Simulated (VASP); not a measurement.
# Ti3As4 (P-4m2) in VASP: a series of runs, part 2 of 2

VASP 6.6.1.

### Step 3. Single point, PBE

This run uses another cell than the first one, of 22.32 Å³/atom, 0.791 times its volume.

File INCAR:

```
ALGO = Normal ; EDIFF = 1E-6
ENCUT = 520 ; GGA = PE
ISIF = 2 ; ISMEAR = 0
LASPH = True ; LCHARG = False
LREAL = False ; LWAVE = False
NBANDS = 37 ; NELM = 100
PREC = Accurate ; SIGMA = 0.1
```

File KPOINTS:

```
k-points
0
Gamma
  10 10 4
```

File POSCAR:

```
Ti3As4
1.0
    4.0513208521      0.0000000000      0.0000000000
    0.0000000000      4.0513208521      0.0000000000
    0.0000000000      0.0000000000      9.5174969609
Ti As
3 4
Direct
    0.0000000000      0.0000000000      0.8295870691
    0.5000000000      0.5000000000      0.5000000000
    0.0000000000      0.0000000000      0.1704129309
    0.5000000000      0.0000000000      0.6504416898
    0.0000000000      0.5000000000      0.3495583102
    0.5000000000      0.0000000000      0.0096003616
    0.0000000000      0.5000000000      0.9903996384
```

Potentials or basis: VASP PAW PBE potentials, release 64 (Ti_sv, As).

Launch:

```bash
cat potpaw_PBE.64/Ti_sv/POTCAR potpaw_PBE.64/As/POTCAR > POTCAR
mpirun -np 1 vasp_std > vasp.out
```

OUTCAR:

```text
EDIFF = 1E-6
   ENCUT = 520
   GGA = PE
   ISIF = 2
   ISMEAR = 0
   LASPH = True
   LREAL = False
   NELM = 100
   PREC = Accurate

 ion  position               nearest neighbor table
   1  0.000  0.000  0.830-   7 2.54   7 2.54   4 2.65   4 2.65   6 2.65   6 2.65
   2  0.500  0.500  0.500-   4 2.48   5 2.48   4 2.48   5 2.48
   3  0.000  0.000  0.170-   6 2.54   6 2.54   5 2.65   5 2.65   7 2.65   7 2.65
   4  0.500  0.000  0.650-   2 2.48   2 2.48   1 2.65   1 2.65
   5  0.000  0.500  0.350-   2 2.48   2 2.48   3 2.65   3 2.65
[... 1173 lines left out ...]
  Total        0.1510163      0.1510163      0.1658709      0.0000000      0.0000000      0.0000000
  in kB        1.5488825      1.5488825      1.7012368      0.0000000      0.0000000      0.0000000
  external PRESSURE =       1.5996673 kB  Pullay stress =       0.0000000 kB

 VOLUME and BASIS-vectors are now :
 -----------------------------------------------------------------------------
  energy-cutoff  :      520.00
  volume of cell :      156.21
      direct lattice vectors                 reciprocal lattice vectors
     4.051320852  0.000000000  0.000000000     0.246833079  0.000000000  0.000000000
     0.000000000  4.051320852  0.000000000     0.000000000  0.246833079  0.000000000
     0.000000000  0.000000000  9.517496961     0.000000000  0.000000000  0.105069642

 POSITION                                       TOTAL-FORCE (eV/Angst)
 -----------------------------------------------------------------------------------
      0.00000      0.00000      7.89559         0.000000      0.000000     -0.015531
      2.02566      2.02566      4.75875        -0.000000      0.000000      0.000000
      0.00000      0.00000      1.62190        -0.000000      0.000000      0.015531
      2.02566      0.00000      6.19058        -0.000000      0.000000      0.000178
      0.00000      2.02566      3.32692        -0.000000      0.000000     -0.000178
      2.02566      0.00000      0.09137        -0.000000      0.000000     -0.005571
      0.00000      2.02566      9.42613        -0.000000     -0.000000      0.005571
 -----------------------------------------------------------------------------------
    total drift:                                0.000000      0.000000      0.000000

  FREE ENERGIE OF THE ION-ELECTRON SYSTEM (eV)
  ---------------------------------------------------
  free  energy   TOTEN  =       -44.3201225573 eV

  energy  without entropy=      -44.2890641310  energy(sigma->0) =      -44.30459334
```

OSZICAR:

```text
N       E                     dE             d eps       ncg     rms          rms(c)
DAV:   1     0.628637334489E+03    0.62864E+03   -0.26471E+04  4678   0.154E+03
DAV:   2     0.378075210847E+02   -0.59083E+03   -0.57657E+03  4722   0.464E+02
DAV:   3    -0.424793186916E+02   -0.80287E+02   -0.78531E+02  7338   0.146E+02
DAV:   4    -0.515271978326E+02   -0.90479E+01   -0.89324E+01  7484   0.422E+01
DAV:   5    -0.520549430099E+02   -0.52775E+00   -0.52710E+00  6637   0.920E+00    0.188E+01
DAV:   6    -0.470205581774E+02    0.50344E+01   -0.10192E+02  6425   0.504E+01    0.140E+01
DAV:   7    -0.459684460319E+02    0.10521E+01   -0.62633E+01  6780   0.341E+01    0.869E+00
DAV:   8    -0.446189324522E+02    0.13495E+01   -0.67084E+00  6779   0.135E+01    0.483E+00
DAV:   9    -0.444752351601E+02    0.14370E+00   -0.49206E+00  7124   0.102E+01    0.392E+00
DAV:  10    -0.443239414669E+02    0.15129E+00   -0.19781E+00  6274   0.600E+00    0.925E-01
DAV:  11    -0.443210929692E+02    0.28485E-02   -0.12689E-01  6411   0.199E+00    0.406E-01
DAV:  12    -0.443222961526E+02   -0.12032E-02   -0.42515E-02  7222   0.882E-01    0.372E-01
DAV:  13    -0.443202545699E+02    0.20416E-02   -0.19955E-02  6490   0.656E-01    0.115E-01
DAV:  14    -0.443201392176E+02    0.11535E-03   -0.12494E-03  6886   0.176E-01    0.421E-02
DAV:  15    -0.443201306554E+02    0.85622E-05   -0.60217E-05  6855   0.412E-02    0.256E-02
DAV:  16    -0.443201223162E+02    0.83391E-05   -0.65760E-05  6517   0.365E-02    0.397E-03
DAV:  17    -0.443201225573E+02   -0.24107E-06   -0.20881E-06  4863   0.853E-03
   1 F= -.44320123E+02 E0= -.44304593E+02  d E =-.310584E-01
```

stdout:

```text
POSCAR found type information on POSCAR TiAs
 POSCAR found :  2 types and       7 ions
 scaLAPACK will be used
 LDA part: xc-table for (Slater+PW92), standard interpolation
 POSCAR, INCAR and KPOINTS ok, starting setup
 FFT: planning ... GRIDC
 FFT: planning ... GRID_SOFT
 FFT: planning ... GRID
 WAVECAR not read
 entering main loop
```

Wall time 3.6 min (1 thread of AMD EPYC 9R45 (Zen 5), shared host); peak memory 0.4 GiB.

Results:

- Free energy: -44.3201 eV
- Pressure: 0.2 GPa
- Largest force: 0.016 eV/Å
- Band gap on the k mesh: zero (band 28 reaches 5.60 eV, above the bottom of band 29 at 5.00 eV)

Forces in eV/Å, atoms in the order of the input:
```
Ti   0.000  0.000 -0.016
Ti   0.000  0.000  0.000
Ti   0.000  0.000  0.016
As   0.000  0.000  0.000
As   0.000  0.000  0.000
As   0.000  0.000 -0.006
As   0.000  0.000  0.006
```

Levels at points of the mesh, in eV from the Fermi level:
```tsv
k point	band 24	band 25	band 26	band 27	band 28	band 29	band 30	band 31	band 32	band 33
(0.00, 0.00, 0.00)	-1.84	-1.51	-1.51	-0.77	0.37	0.37	0.60	0.60	0.67	0.69
(0.50, 0.00, 0.00)	-2.29	-1.77	-1.48	-1.03	-0.66	0.33	0.33	0.34	0.59	0.67
(0.50, 0.50, 0.00)	-2.24	-1.74	-1.74	-0.37	-0.37	-0.13	-0.06	0.51	0.69	0.93
(0.00, 0.00, 0.50)	-2.15	-1.54	-1.54	-1.03	0.31	0.39	0.57	0.77	0.77	0.77
(0.50, 0.00, 0.50)	-2.21	-1.70	-1.53	-0.76	-0.68	0.22	0.33	0.52	0.58	0.71
(0.50, 0.50, 0.50)	-1.97	-1.78	-1.78	-0.36	-0.36	-0.19	-0.14	0.67	0.68	0.84
```

### Step 4. Single point, PBE, collinear spin, ferromagnetic start

This run uses another cell than the first one, of 22.33 Å³/atom, 0.791 times its volume.

File INCAR:

```
SYSTEM = Ti3As4
ALGO = Normal
EDIFF = 1E-6
ENCUT = 520
GGA = PE
ISIF = 2
ISMEAR = 0
ISPIN = 2
LASPH = .True.
LCHARG = .True.
LELF = .True.
LMAXMIX = 4
LORBIT = 11
LREAL = .False.
LVHAR = .True.
LWAVE = .False.
MAGMOM = 1 1 1 0 0 0 0
NBANDS = 41
NELM = 150
PREC = Accurate
SIGMA = 0.1
```

File KPOINTS:

```
k-points
0
Gamma
  4 4 2
  0 0 0
```

File POSCAR:

```
Ti3As4
1.0
    4.0452258478      0.0000000000      0.0000000000
    0.0000000000      4.0452258478      0.0000000000
    0.0000000000      0.0000000000      9.5509264579
Ti As
3 4
Direct
    0.0000000000      0.0000000000      0.8309471085
    0.5000000000      0.5000000000      0.5000000000
    0.0000000000      0.0000000000      0.1690528915
    0.5000000000      0.0000000000      0.6511757684
    0.0000000000      0.5000000000      0.3488242316
    0.5000000000      0.0000000000      0.0081779677
    0.0000000000      0.5000000000      0.9918220323
```

Launch:

```bash
cat potpaw_PBE.64/Ti_sv/POTCAR potpaw_PBE.64/As/POTCAR > POTCAR
mpirun -np 1 vasp_std > vasp.out
```

Run time: 1.9 min. Hardware: 1 thread of AMD EPYC 9R45 (Zen 5), shared host; peak memory 0.31 GiB.

The run converged. Its results:

- Free energy: -44.3614 eV
- Pressure: 0.1 GPa
- Largest force: 0.031 eV/Å
- Band gap on the k mesh: zero (filled and empty bands overlap)
- Net moment: 0.00 μB per cell
- Valence electrons inside the program's atomic spheres: Ti 10.21, 10.19; As 2.87, 2.82

Forces in eV/Å, atoms in the order of the input:
```
Ti   0.000  0.000 -0.031
Ti   0.000  0.000  0.000
Ti   0.000  0.000  0.031
As   0.000  0.000 -0.010
As   0.000  0.000  0.010
As   0.000  0.000 -0.013
As   0.000  0.000  0.013
```

Levels at points of the mesh, in eV from the Fermi level:
Spin up:
| k point | band 26 | band 27 | band 28 | band 29 | band 30 | band 31 |
| --- | --- | --- | --- | --- | --- | --- |
| (0.00, 0.00, 0.00) | -1.44 | -0.74 | 0.42 | 0.45 | 0.68 | 0.68 |
| (0.50, 0.00, 0.00) | -1.41 | -1.00 | -0.55 | 0.37 | 0.38 | 0.39 |
| (0.50, 0.50, 0.00) | -1.70 | -0.32 | -0.32 | -0.08 | 0.00 | 0.56 |
| (0.00, 0.00, 0.50) | -1.46 | -0.99 | 0.36 | 0.45 | 0.61 | 0.80 |
| (0.50, 0.00, 0.50) | -1.45 | -0.73 | -0.56 | 0.27 | 0.39 | 0.56 |
| (0.50, 0.50, 0.50) | -1.73 | -0.31 | -0.31 | -0.14 | -0.09 | 0.72 |
Spin down:
```
           k point  band 26  band 27  band 28  band 29  band 30  band 31
(0.00, 0.00, 0.00)    -1.44    -0.74     0.42     0.45     0.68     0.68
(0.50, 0.00, 0.00)    -1.41    -1.00    -0.55     0.37     0.38     0.39
(0.50, 0.50, 0.00)    -1.70    -0.32    -0.32    -0.08     0.00     0.56
(0.00, 0.00, 0.50)    -1.46    -0.99     0.36     0.45     0.61     0.80
(0.50, 0.00, 0.50)    -1.45    -0.73    -0.56     0.28     0.39     0.56
(0.50, 0.50, 0.50)    -1.73    -0.31    -0.31    -0.14    -0.08     0.72
```

Caveat: the k points lie up to 0.39 Å⁻¹ apart.

### Step 5. Overview

```csv
task,spin,cell,k mesh,cutoff (eV),gap on the mesh (eV),pressure (GPa),largest force (eV/Å)
relaxation of cell and atoms,off,"relaxed from a = 4.118, b = 4.118, c = 11.649 Å, 7 atoms",4 × 4 × 2,600,none,0.0,0.04
single point,off,"a = 4.051, b = 4.051, c = 9.517 Å, 7 atoms",10 × 10 × 4,520,none,0.2,0.02
single point,"collinear, ferromagnetic start","a = 4.045, b = 4.045, c = 9.551 Å, 7 atoms",4 × 4 × 2,520,none,0.1,0.03
```

Alike in all rows: level PBE; potentials or basis VASP PAW PBE potentials, release 64 (Ti_sv, As); smearing gaussian 0.1 eV.

Caveats: some runs use coarse meshes; this functional lacks dispersion, which binds the layers, so the pressure and a relaxed spacing across them are unreliable (some runs).

Total energies depend on the potentials used, so only differences within one code and one set of settings carry meaning.
